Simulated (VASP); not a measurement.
# LiAl32O48 (a cell with a defect) in VASP: further runs, part 2 of 2

VASP 6.6.1. Earlier steps stand in the parts before.

## Step 3: Single point, r2SCAN

File POSCAR:

```
LiAl32O48
1.0
    4.8078835200      2.7758328500      8.7484141900
   -4.8078835200      2.7758328500      8.7484141900
    0.0000000000     -5.5516656900      8.7484141900
Al O Li
32 48 1
Direct
    0.3212023600      0.3231476000      0.3261615600
    0.4256163500      0.4260031800      0.4262536700
    0.0725752500      0.0738683600      0.0744577500
    0.1744966400      0.1752130600      0.1771369400
    0.3192710200      0.3199704600      0.8202342900
    0.4168598500      0.4175615300      0.9178131100
    0.0731080800      0.0737998900      0.5740668400
    0.1754641400      0.1761625900      0.6764354000
    0.3228039500      0.8251877600      0.3254285800
    0.4254871800      0.9271028500      0.4267731600
    0.0736906000      0.5740624400      0.0746426900
    0.1737896100      0.6784751500      0.1774933100
    0.3224588800      0.8258875100      0.8221626900
    0.4253055000      0.9259906000      0.9265790900
    0.0731711000      0.5741903900      0.5735390500
    0.1745173800      0.6768721700      0.6754564800
    0.8244704900      0.3235035800      0.3254465900
    0.9258110600      0.4261819500      0.4273732700
    0.5736807300      0.0743884000      0.0743238100
    0.6765276000      0.1744841900      0.1787440800
    0.8251885400      0.3219007400      0.8234181400
    0.9252884700      0.4263164000      0.9262665400
    0.5734973800      0.0732711300      0.5741304000
    0.6761769800      0.1751948800      0.6754743100
    0.8235141200      0.8242092100      0.3244780400
    0.9258793600      0.9265713500      0.4268401900
    0.5821242100      0.5828252200      0.0830842000
    0.6797103400      0.6804100100      0.1806708800
    0.8244902600      0.8251663800      0.8237662800
    0.9264110000      0.9265090100      0.9264481800
    0.5733655900      0.5743770600      0.5746510600
    0.6777838600      0.6772230600      0.6747569700
    0.2215328900      0.0285386500      0.3751652900
    0.4717088700      0.1267963500      0.2777049400
    0.0294032500      0.3747568200      0.2220604500
    0.3745279500      0.2182241400      0.0265137900
    0.1238417600      0.2784022000      0.4729017600
    0.2839446100      0.4692189400      0.1204925200
    0.2218098900      0.0265004000      0.8759807200
    0.4711172700      0.1238087900      0.7767480100
    0.0258048100      0.3757133200      0.7227734100
    0.3750138800      0.2225066600      0.5267698100
    0.1231071300      0.2764892800      0.9720768800
    0.2757877300      0.4718152100      0.6240717900
    0.2222391100      0.5279721400      0.3738477900
    0.4734234600      0.6251535300      0.2824205500
    0.0270448600      0.8758366500      0.2222378600
    0.3794598900      0.7157307700      0.0314173200
    0.1247782900      0.7781483300      0.4721044300
    0.2778792200      0.9702823700      0.1258827900
    0.2175248500      0.5262592900      0.8754884200
    0.4685261000      0.6202199200      0.7849117300
    0.0278435000      0.8749019800      0.7224924100
    0.3740594200      0.7218010600      0.5303613000
    0.1261014300      0.7774391400      0.9726702100
    0.2777045200      0.9726354300      0.6248041300
    0.7212793800      0.0277361600      0.3761002700
    0.9711438900      0.1254719600      0.2784138100
    0.5304550300      0.3801566300      0.2159959500
    0.8728820100      0.2229347800      0.0282384400
    0.6249235700      0.2785788300      0.4705375200
    0.7814581300      0.4741225200      0.1254151600
    0.7211030000      0.0301032200      0.8750192000
    0.9719426800      0.1245378600      0.7786701900
    0.5255572200      0.3752272600      0.7184817700
    0.8742094400      0.2222278300      0.5287996700
    0.6195213800      0.2846540100      0.9694849500
    0.7767473500      0.4724008600      0.6270634000
    0.7231970700      0.5285612200      0.3768332600
    0.9731802500      0.6246608200      0.2781370300
    0.5278661800      0.8765712100      0.2241568800
    0.8758748300      0.7238932100      0.0288278300
    0.6239654600      0.7778666200      0.4741422100
    0.7771730200      0.9738773500      0.1249247400
    0.7150330500      0.5311543100      0.8804235300
    0.9695837400      0.6256205500      0.7788405400
    0.5272750800      0.8735812800      0.7231986000
    0.8751426300      0.7219731600      0.5280082400
    0.6244567200      0.7821577100      0.9743866700
    0.7774515300      0.9718418800      0.6257369200
    0.4994837600      0.5001740800      0.0004778800
```

File INCAR.step1:

```
ALGO     = Normal         # electronic algorithm
EDIFF    = 1E-4           # SCF threshold, eV
ENCUT    = 520            # plane-wave cutoff, eV
GGA      = PE             # functional
ISMEAR   = -1             # smearing method
LASPH    = True           # aspherical terms in the spheres
LCHARG   = False          # write CHGCAR
LREAL    = Auto         
LWAVE    = True           # write WAVECAR
NBANDS   = 240            # bands
NELECT   = 386.0        
NELM     = 80             # most SCF steps
PREC     = Accurate       # precision mode
SIGMA    = 0.01           # smearing width, eV
```

File INCAR.step2:

```
ALGO     = Normal         # electronic algorithm
EDIFF    = 1E-7           # SCF threshold, eV
ENCUT    = 520            # plane-wave cutoff, eV
ISIF     = 2              # what is computed and relaxed
ISMEAR   = -1             # smearing method
ISTART   = 1            
LASPH    = True           # aspherical terms in the spheres
LCHARG   = False          # write CHGCAR
LMIXTAU  = True         
LREAL    = Auto         
LWAVE    = False          # write WAVECAR
METAGGA  = R2SCAN         # meta-GGA
NBANDS   = 240            # bands
NELECT   = 386.0        
NELM     = 80             # most SCF steps
PREC     = Accurate       # precision mode
SIGMA    = 0.01           # smearing width, eV
```

File KPOINTS:

```
k-points
0
Gamma
  1 1 1
```

Potentials or basis: VASP PAW PBE potentials, release 64 (Al, O, Li_sv).

On the command line:

```
$ cat potpaw_PBE.64/Al/POTCAR potpaw_PBE.64/O/POTCAR potpaw_PBE.64/Li_sv/POTCAR > POTCAR
$ cp INCAR.step1 INCAR
$ mpirun -np 1 vasp_gam > vasp.out
$ cp INCAR.step2 INCAR
$ mpirun -np 1 vasp_gam > vasp.out
```

Run time: 58 min. Hardware: 1 thread of Intel Xeon 8259CL, shared host; peak memory 1.1 GiB.

The run converged. Its results:

| Item | Value |
| --- | --- |
| Free energy | -780.6553 eV |
| Largest force | 0.082 eV/Å |

Forces in eV/Å, atoms in the order of the input:
```
Al   0.000 -0.029  0.034
Al  -0.001 -0.009 -0.030
Al   0.000 -0.002  0.048
Al   0.005 -0.003 -0.043
Al  -0.002 -0.002  0.037
Al  -0.001 -0.002 -0.071
Al  -0.001 -0.001  0.042
Al   0.000  0.001 -0.057
Al  -0.001 -0.005  0.042
Al  -0.001  0.001 -0.047
Al  -0.008 -0.002  0.029
Al  -0.023 -0.015 -0.035
Al  -0.026  0.013  0.034
Al  -0.009  0.007 -0.029
Al  -0.002  0.000  0.047
Al  -0.004 -0.001 -0.044
Al   0.006  0.003  0.042
Al   0.001  0.000 -0.047
Al   0.010 -0.005  0.029
Al   0.026 -0.013 -0.035
Al   0.025  0.016  0.034
Al   0.011  0.004 -0.029
Al   0.001  0.000  0.048
Al   0.001  0.006 -0.042
Al   0.002  0.001  0.057
Al   0.000  0.000 -0.042
Al  -0.001 -0.001  0.070
Al  -0.001 -0.002 -0.038
Al  -0.003  0.004  0.042
Al   0.000  0.001 -0.045
Al   0.003  0.011  0.029
Al  -0.002  0.030 -0.034
O    0.037 -0.004 -0.005
O    0.010  0.032  0.010
O   -0.019 -0.028 -0.004
O   -0.047  0.052  0.037
O    0.017 -0.019  0.003
O   -0.026  0.012 -0.005
O    0.039  0.001 -0.002
O    0.000  0.027 -0.010
O   -0.019 -0.039 -0.004
O   -0.021  0.034 -0.003
O    0.022 -0.013 -0.011
O   -0.022 -0.014 -0.009
O    0.034  0.006 -0.009
O    0.022  0.069 -0.036
O   -0.008 -0.024 -0.003
O   -0.003  0.028  0.003
O    0.014 -0.033  0.006
O   -0.034  0.003  0.004
O    0.069  0.015  0.036
O    0.023  0.017 -0.003
O   -0.022 -0.028 -0.006
O   -0.013  0.030 -0.005
O    0.021 -0.027  0.010
O   -0.024 -0.004  0.004
O    0.025  0.004 -0.003
O    0.019  0.029  0.006
O   -0.021 -0.018  0.004
O   -0.023  0.025 -0.010
O    0.016 -0.030  0.004
O   -0.070 -0.016 -0.036
O    0.033 -0.003 -0.004
O    0.010  0.025  0.004
O   -0.023 -0.069  0.037
O   -0.015  0.032 -0.006
O    0.002 -0.026 -0.004
O   -0.034 -0.007  0.009
O    0.022  0.012  0.011
O    0.017  0.035  0.003
O    0.000 -0.024  0.010
O   -0.022  0.013  0.009
O    0.023 -0.034  0.004
O   -0.042 -0.002  0.005
O    0.025 -0.011  0.002
O    0.018  0.028  0.004
O   -0.011 -0.033 -0.009
O   -0.016  0.022 -0.004
O    0.046 -0.053 -0.038
O   -0.035  0.004  0.007
Li  -0.002 -0.002 -0.001
```

Levels at points of the mesh, in eV from the Fermi level:
| k point | band 190 | band 191 | band 192 | band 193 | band 194 | band 195 | band 196 | band 197 |
| --- | --- | --- | --- | --- | --- | --- | --- | --- |
| (0.00, 0.00, 0.00) | -0.51 | -0.33 | -0.33 | -0.26 | 6.50 | 8.89 | 9.02 | 9.49 |

Caveat: the k points lie up to 0.79 Å⁻¹ apart; the cell carries a net charge on a neutralising background, which shifts energy and pressure; the cell is charged against a uniform background, so pressure and absolute levels hang on convention; the PAW data sets were made with another functional, which shifts forces and pressure a little.
